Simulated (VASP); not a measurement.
Crystal: Ba.

```xyz
1
Lattice="0.0000 3.2327 3.2327 3.2327 0.0000 3.2327 3.2327 3.2327 0.0000" Properties=species:S:1:pos:R:3 pbc="T T T"
Ba    0.0000    0.0000    0.0000
```

Base run:

- Program: VASP 6.6.1
- Functional: RPBE
- Potentials or basis: VASP PAW PBE potentials, release 64 (Ba_sv)
- Cutoff: 520 eV
- k mesh: 7 × 7 × 7
- Occupations: gaussian, width 0.05 eV
- Spin: no spin polarisation

Its results: band gap on the k mesh zero (band 5 reaches 1.53 eV, above the bottom of band 6 at 1.53 eV); pressure 0.3 GPa.

Task: The run is repeated on the same cell with these changes: functional from RPBE to PBEsol; occupations from gaussian, width 0.05 eV to fermi-dirac, width 0.05 eV. What comes out?

Result: Band gap on the k mesh zero (band 5 reaches 1.33 eV, above the bottom of band 6 at 1.29 eV); pressure -0.9 GPa.

Caveats: the PAW data sets were made with another functional, which shifts forces and pressure a little; spin-orbit coupling is left out, which moves the levels of the heavy elements.
